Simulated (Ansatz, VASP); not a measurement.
# Au: VASP beside Ansatz

File INCAR:

```
SYSTEM = Au
  PREC = Accurate
  ENCUT = 520
  EDIFF = 1E-6
  ISMEAR = 0
  SIGMA = 0.1
  LREAL = .FALSE.
  LASPH = .TRUE.
  NELM = 100
  ALGO = Fast
  ISIF = 2
  LWAVE = .FALSE.
  LCHARG = .FALSE.
  GGA = PE
  NBANDS = 18
```

File KPOINTS:

```
regular mesh
0
G
  16 16 8
  0 0 0
```

POSCAR

```
Au
1.0
    2.8154890579      0.0000000000      0.0000000000
   -0.0129553469      2.8201795887      0.0000000000
   -1.1378916452     -1.1854109603      4.9240140333
Au
2
Direct
    0.3271380000      0.3340380000      0.7259450000
    0.6728620000      0.6659620000      0.2740550000
```

Input for Ansatz:

```yaml
crystal:
  lattice:
    - [2.8154890579, 0.0, 0.0]
    - [-0.0129553469, 2.8201795887, 0.0]
    - [-1.1378916452, -1.1854109603, 4.9240140333]
  atoms:
    - { symbol: Au, position: [0.327138, 0.334038, 0.725945] }
    - { symbol: Au, position: [0.672862, 0.665962, 0.274055] }
basis:
  ecutwfc: "58.8 Ry"
kpoints:
  mp_grid: { grid: [16, 16, 8] }
hamiltonian:
  xc: pbe
scf:
  occupations: { method: gaussian, width: 0.1 }
output:
  forces: true
  eigenvalues: true
  stress: true
```

Alike in both runs: task single point; functional PBE; k mesh 16 × 16 × 8; occupations gaussian, width 0.1 eV; no spin polarisation.

```csv
,VASP,Ansatz
version,VASP 6.6.1,Ansatz 0.2.0
potentials or method,"VASP PAW PBE potentials, release 64 (Au), cutoff 520 eV","scalar-relativistic, plane waves, PAW"
valence electrons in the cell,22,38
```

Ansatz gave:

| Property | Result |
| --- | --- |
| gap on the k mesh at the Fermi level (eV) | none |
| pressure (GPa) | -0.8 |
| traceless stress, the component that is largest in VASP (GPa) | 1.13 |
| rms of the force components (eV/Å) | 0.038 |

Q: What did VASP give for the same quantities?

A: gap on the k mesh at the Fermi level (eV): none; pressure (GPa): -1.0; traceless stress, the component that is largest in VASP (GPa): 1.11; rms of the force components (eV/Å): 0.039.

Atom by atom the forces differ by 0.002 eV/Å (rms over components). A gap of «none» marks a metal or a gap that the smearing closes. The functional is the same, so the differences come from potentials, cutoffs and numerics. VASP's potentials hold 22 valence electrons a cell and Ansatz's 38, so a difference there can come from the potentials and not from the codes.

Neither program's run includes spin-orbit coupling.
